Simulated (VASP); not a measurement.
# CoH2Pd (R-3m) in VASP: single point with PBE

Aim: the single point of CoH2Pd with PBE.

Program: VASP 6.6.1. These are calculated values, not measurements. Logs are shortened: lines on timing, memory, paths and dates and some standing lists are left out, and cuts for length are marked.

## Step 1: The cell of the first run

It takes space group R-3m (No. 166, trigonal). The conventional cell has a = 2.801 Å, b = 2.801 Å, c = 17.602 Å, α = 90.00°, β = 90.00°, γ = 120.00°. Within 2.6 Å of Pd (site symmetry -3m) lie 2 H at 1.97 Å. Co (site symmetry -3m) has 6 H at 1.88 Å within 2.5 Å. Within 2.6 Å of H (site symmetry 3m) lie 3 Co at 1.88 Å and 1 Pd at 1.97 Å and 3 H at 2.51 Å.

## Step 2: Single point, PBE

Input file POSCAR:

```
CoH2Pd
1.0
    1.4003530000      2.4254810000      0.0000000000
   -1.4003530000      2.4254810000      0.0000000000
    0.0000000000     -1.6169870000      5.8672090000
Pd Co H
1 1 2
Direct
    0.0000000000      0.0000000000      0.0000000000
    0.5000000000      0.5000000000      0.5000000000
    0.1121500000      0.1121500000      0.3364500000
    0.8878500000      0.8878500000      0.6635500000
```

Input file INCAR.step1:

```
PREC = Accurate ; ENCUT = 510
EDIFF = 1E-6 ; ISMEAR = -1
SIGMA = 0.0176 ; LREAL = F
LASPH = T ; NELM = 120
ALGO = Normal ; ISIF = 2
LWAVE = F ; LCHARG = T
LMAXMIX = 4 ; GGA = PE
NBANDS = 26 ; GGA_COMPAT = F
NEDOS = 2001 ; LORBIT = 11
```

Input file KPOINTS.step1:

```
Automatic mesh
0
Gamma
  10 10 10
```

Input file INCAR.step2:

```
PREC = Accurate ; ENCUT = 510
EDIFF = 1E-6 ; ISMEAR = -5
SIGMA = 0.0176 ; LREAL = F
LASPH = T ; NELM = 120
ALGO = Normal ; ISIF = 2
LWAVE = F ; LCHARG = F
LMAXMIX = 4 ; GGA = PE
LORBIT = 11 ; NEDOS = 2001
ICHARG = 11 ; GGA_COMPAT = F
```

Input file KPOINTS.step2:

```
Automatic mesh
0
Gamma
  15 15 15
```

Potentials or basis: VASP PAW PBE potentials, release 64 (Pd_sv_GW, Co_sv, H).

Command:

```console
cat potpaw_PBE.64/Pd_sv_GW/POTCAR potpaw_PBE.64/Co_sv/POTCAR potpaw_PBE.64/H/POTCAR > POTCAR
cp INCAR.step1 INCAR
cp KPOINTS.step1 KPOINTS
mpirun -np 1 vasp_std > vasp.out
cp INCAR.step2 INCAR
cp KPOINTS.step2 KPOINTS
mpirun -np 1 vasp_std > vasp.out
```

OUTCAR:

```text
PREC = Accurate
   ENCUT = 510
   EDIFF = 1E-6
   ISMEAR = -5
   LREAL = F
   LASPH = T
   NELM = 120
   ISIF = 2
   GGA = PE
   LORBIT = 11
   ICHARG = 11

 ion  position               nearest neighbor table
   1  0.000  0.000  0.000-
   2  0.500  0.500  0.500-
   3  0.112  0.112  0.336-
   4  0.888  0.888  0.664-

  LATTYP: Found a trigonal (rhomboedric) cell.
 ALAT       =     6.0859504206
 COS(alpha) =     0.8941116386

  Lattice vectors:

 A1 = (   1.4003530000,   0.8084940000,   5.8672090000)
 A2 = (  -1.4003530000,   0.8084940000,   5.8672090000)
 A3 = (   0.0000000000,  -1.6169870000,   5.8672090000)

Analysis of symmetry for initial positions (statically):
=====================================================================
 Subroutine PRICEL returns:
 Original cell was already a primitive cell.

 Routine SETGRP: Setting up the symmetry group for a
 trigonal (rhombohedral) supercell.

 Subroutine GETGRP returns: Found 12 space group operations
 (whereof 12 operations were pure point group operations)
 out of a pool of 12 trial point group operations.

The static configuration has the point symmetry D_3d.

Analysis of symmetry for dynamics (positions and initial velocities):
=====================================================================
 Subroutine PRICEL returns:
 Original cell was already a primitive cell.

 Routine SETGRP: Setting up the symmetry group for a
 trigonal (rhombohedral) supercell.

 Subroutine GETGRP returns: Found 12 space group operations
 (whereof 12 operations were pure point group operations)
 out of a pool of 12 trial point group operations.

The dynamic configuration has the point symmetry D_3d.

 Subroutine INISYM returns: Found 12 space group operations
 (whereof 12 operations are pure point group operations),
 and found     1 'primitive' translations

----------------------------------------------------------------------------------------

                                     Primitive cell

  volume of cell :      39.8563

  direct lattice vectors                    reciprocal lattice vectors
     1.400353000  2.425481000  0.000000000     0.357052829  0.206144678  0.056812918
    -1.400353000  2.425481000  0.000000000    -0.357052829  0.206144678  0.056812918
     0.000000000 -1.616987000  5.867209000     0.000000000  0.000000000  0.170438790

  length of vectors
     2.800704662  2.800704662  6.085950083     0.416185125  0.416185125  0.170438790

  position of ions in fractional coordinates (direct lattice)
     0.000000000  0.000000000  0.000000000
     0.500000000  0.500000000  0.500000000
     0.112150000  0.112150000  0.336450000
     0.887850000  0.887850000  0.663550000

  ion indices of the primitive-cell ions
   primitive index   ion index
                 1           1
                 2           2
                 3           3
                 4           4

----------------------------------------------------------------------------------------

 KPOINTS: Automatic mesh

Automatic generation of k-mesh.
 Grid dimensions read from file:
 generate k-points for:   15   15   15

 Generating k-lattice:

  Cartesian coordinates                     Fractional coordinates (reciprocal lattice)
     0.023803522  0.013742979  0.003787528     0.066666667 -0.000000000  0.000000000
    -0.023803522  0.013742979  0.003787528    -0.000000000  0.066666667  0.000000000
     0.000000000  0.000000000  0.011362586     0.000000000  0.000000000  0.066666667

  Length of vectors
     0.027745675  0.027745675  0.011362586

  Shift w.r.t. Gamma in fractional coordinates (k-lattice)
     0.000000000  0.000000000  0.000000000

 TETIRR: Found   1695 inequivalent tetrahedra from    20250

 Subroutine IBZKPT returns following result:
 ===========================================

 Found    344 irreducible k-points:

 Following reciprocal coordinates:
            Coordinates               Weight
  0.000000  0.000000  0.000000      1.000000
  0.066667 -0.000000 -0.000000      6.000000
  0.133333  0.000000 -0.000000      6.000000
  0.200000 -0.000000  0.000000      6.000000
  0.266667  0.000000 -0.000000      6.000000
  0.333333  0.000000 -0.000000      6.000000
[... 16 lines left out ...]
  0.133333  0.133333 -0.000000      6.000000
  0.200000  0.133333  0.000000     12.000000
 [... further k-points ...]
   k-points           NKPTS =    344   k-points in BZ     NKDIM =    344   number of bands    NBANDS=     22
   number of dos      NEDOS =   2001   number of ions     NIONS =      4
   total plane-waves  NPLWV =  27648
   dimension x,y,z NGX =    24 NGY =   24 NGZ =   48
   dimension x,y,z NGXF=    48 NGYF=   48 NGZF=   96
   ions per type =               1   1   2
   NGX,Y,Z   is equivalent  to a cutoff of  14.25, 14.25, 13.11 a.u.
   NGXF,Y,Z  is equivalent  to a cutoff of  28.49, 28.49, 26.22 a.u.
 SYSTEM =  unknown system
   PREC   = accura    normal or accurate (medium, high low for compatibility)
   ISTART =      0    job   : 0-new  1-cont  2-samecut
   ICHARG =     11    charge: 1-file 2-atom 10-const
   ISPIN  =      1    spin polarized calculation?
   LNONCOLLINEAR =      F non collinear calculations
   LSORBIT =      F    spin-orbit coupling
   LASPH  =      T    aspherical Exc in radial PAW
   ENCUT  =  510.0 eV  37.48 Ry    6.12 a.u.   5.16  5.16 11.21*2*pi/ulx,y,z
   NELM   =    120;   NELMIN=  2; NELMDL=  0     # of ELM steps
   EDIFF  = 0.1E-05   stopping-criterion for ELM
   LREAL  =      F    real-space projection
   EDIFFG = 0.1E-04   stopping-criterion for IOM
   NSW    =      0    number of steps for IOM
   IBRION =     -1    ionic relax: 0-MD 1-quasi-New 2-CG
   NFREE  =      0    steps in history (QN), initial steepest desc. (CG)
   ISIF   =      2    stress and relaxation
   ISYM   =      2    0-nonsym 1-usesym 2-fastsym
   POTIM  = 0.5000    time-step for ionic-motion
   TEBEG  =    0.0;   TEEND  =   0.0 temperature during run
   PSTRESS=    0.0 pullay stress
   NELECT =      37.0000    total number of electrons
   NUPDOWN=      -1.0000    fix difference up-down
   EMIN   =  10.00;   EMAX   =-10.00  energy-range for DOS
   EFERMI =   0.00;   METHOD = LEGACY
   ISMEAR =    -5;   SIGMA  =   0.02  broadening in eV -4-tet -1-fermi 0-gaus
   EFERMI_NEDOS =   21; number of points for ismear=-14 and -15
   IALGO  =     38    algorithm
   IMIX   =      4    mixing-type and parameters
     AMIX     =   0.40;   BMIX     =  1.00
     AMIX_MAG =   1.60;   BMIX_MAG =  1.00
  volume/ion in A,a.u.               =       9.96        67.24
  Fermi-wavevector in a.u.,A,eV,Ry     =   1.597018  3.017926 34.701194  2.550466
  Thomas-Fermi vector in A             =   2.694690
   LORBIT       =     11    0 simple, 1 ext, 2 COOP (PROOUT), +10 PAW based schemes
   GGA     = PE    functional components
   LHFCALC =     F    Hartree Fock is set to
   AEXX    =    0.0000 exact exchange contribution
   IVDW    =     0    specifies the selected vdW correction
   LEPSILON=     F    determine dielectric tensor
   LRPA    =     F    only Hartree local field effects (RPA)
 non-spin polarized calculation
 Fermi weights with tetrahedron method with Bloechl corrections
  energy-cutoff  :      510.00
  volume of cell :       39.86
 maximum number of plane-waves:      1058
 NGX is ok and might be reduce to    24

 number of electron      37.0000039 magnetization

 Free energy of the ion-electron system (eV)
  ---------------------------------------------------
  ext. energy  EPLUGINS =         0.00000000
  ---------------------------------------------------
  free energy    TOTEN  =       -16.59508659 eV

  energy without entropy =      -16.59508659  energy(sigma->0) =      -16.59508659

 E-fermi :   5.5224     XC(G=0): -11.6788

 val. band max:        5.5372064418   @ k =   0.4667   0.0667   0.0667
 cond. band min:       5.5130965189   @ k =  -0.3333  -0.4000   0.1333
 fundamental gap:     -0.0241099229
 Fermi energy:         5.5223500232

 k-point     1 :       0.0000    0.0000    0.0000
  band No.  band energies     occupation
      1     -88.7757      2.00000
      2     -78.1610      2.00000
      3     -52.1807      2.00000
      4     -52.1807      2.00000
      5     -51.7429      2.00000
      6     -43.8576      2.00000
[... 14 lines left out ...]
     21       6.7631      0.00000
     22      13.4974      0.00000

 k-point     2 :       0.0667   -0.0000   -0.0000
  band No.  band energies     occupation
      1     -88.7753      2.00000
      2     -78.1598      2.00000
      3     -52.1833      2.00000
      4     -52.1810      2.00000
      5     -51.7421      2.00000
      6     -43.8558      2.00000
[... 14 lines left out ...]
     21       6.7831      0.00000
     22      13.6638      0.00000

 k-point     3 :       0.1333    0.0000   -0.0000
  band No.  band energies     occupation
      1     -88.7744      2.00000
      2     -78.1563      2.00000
      3     -52.1918      2.00000
      4     -52.1830      2.00000
      5     -51.7412      2.00000
      6     -43.8522      2.00000
[... 14 lines left out ...]
     21       6.8581      0.00000
     22      14.0671      0.00000
[... 476 lines left out ...]
 k-point    23 :       0.1333    0.1333   -0.0000
  band No.  band energies     occupation
      1     -88.7744      2.00000
      2     -78.1563      2.00000
      3     -52.1917      2.00000
      4     -52.1831      2.00000
      5     -51.7413      2.00000
      6     -43.8523      2.00000
[... 14 lines left out ...]
     21       6.9600      0.00000
     22      13.9728      0.00000

 k-point    24 :       0.2000    0.1333    0.0000
  band No.  band energies     occupation
      1     -88.7736      2.00000
      2     -78.1531      2.00000
      3     -52.1999      2.00000
      4     -52.1857      2.00000
      5     -51.7403      2.00000
      6     -43.8488      2.00000
[... 14 lines left out ...]
     21       7.1519      0.00000
     22      14.1941      0.00000

 [... further k-points ...]

------------------------ aborting loop because EDIFF is reached ----------------------------------------

  FORCE on cell =-STRESS in cart. coord.  units (eV):
  Direction    XX          YY          ZZ          XY          YZ          ZX
  --------------------------------------------------------------------------------------
  -------------------------------------------------------------------------------------
  Total       -5.3073163     -5.3073096     -6.8174795      0.0000000     -0.0000004      0.0000000
  in kB     -213.3480103   -213.3477386   -274.0548332      0.0000000     -0.0000156      0.0000000
  external PRESSURE =    -233.5835274 kB  Pullay stress =       0.0000000 kB

 VOLUME and BASIS-vectors are now :
 -----------------------------------------------------------------------------
  energy-cutoff  :      510.00
  volume of cell :       39.86
      direct lattice vectors                 reciprocal lattice vectors
     1.400353000  2.425481000  0.000000000     0.357052829  0.206144678  0.056812918
    -1.400353000  2.425481000  0.000000000    -0.357052829  0.206144678  0.056812918
     0.000000000 -1.616987000  5.867209000     0.000000000  0.000000000  0.170438790

 POSITION                                       TOTAL-FORCE (eV/Angst)
 -----------------------------------------------------------------------------------
      0.00000      0.00000      0.00000        -0.000000      0.000000      0.000000
      0.00000      1.61699      2.93360         0.000000      0.000000      0.000000
      0.00000      0.00000      1.97402         0.000000      0.000000      0.283889
      0.00000      3.23397      3.89319         0.000000     -0.000000     -0.283889
 -----------------------------------------------------------------------------------
    total drift:                               -0.000000      0.000000      0.000000

  FREE ENERGIE OF THE ION-ELECTRON SYSTEM (eV)
  ---------------------------------------------------
  free  energy   TOTEN  =       -16.5950865946 eV

  energy  without entropy=      -16.5950865946  energy(sigma->0) =      -16.59508659

 total charge

# of ion       s       p       d       f       tot
--------------------------------------------------
    1        2.127   6.047   7.484   0.007  15.664
    2        2.149   6.055   6.774   0.000  14.978
    3        0.483   0.019   0.000   0.000   0.502
    4        0.483   0.019   0.000   0.000   0.502
--------------------------------------------------
tot          5.242  12.141  14.257   0.007  31.648
```

Run time: 6 min. Hardware: 1 thread of Intel Xeon Platinum 8488C (Sapphire Rapids), shared host; peak memory 0.48 GiB.

Results:

```yaml
Valence_electrons_inside_the_program's_atomic_spheres: Pd 15.66; Co 14.98; H 0.50
```

Levels at points of the mesh, in eV from the Fermi level:
| k point | band 16 | band 17 | band 18 | band 19 | band 20 | band 21 | band 22 |
| --- | --- | --- | --- | --- | --- | --- | --- |
| (0.00, 0.00, 0.00) | -1.20 | -0.62 | -0.62 | -0.04 | -0.04 | 1.24 | 7.98 |

Caveat: an odd number of electrons without spin polarisation forces a metal; a magnetic or distorted state may lie lower; the run has no spin polarisation, though such a crystal can be magnetic.
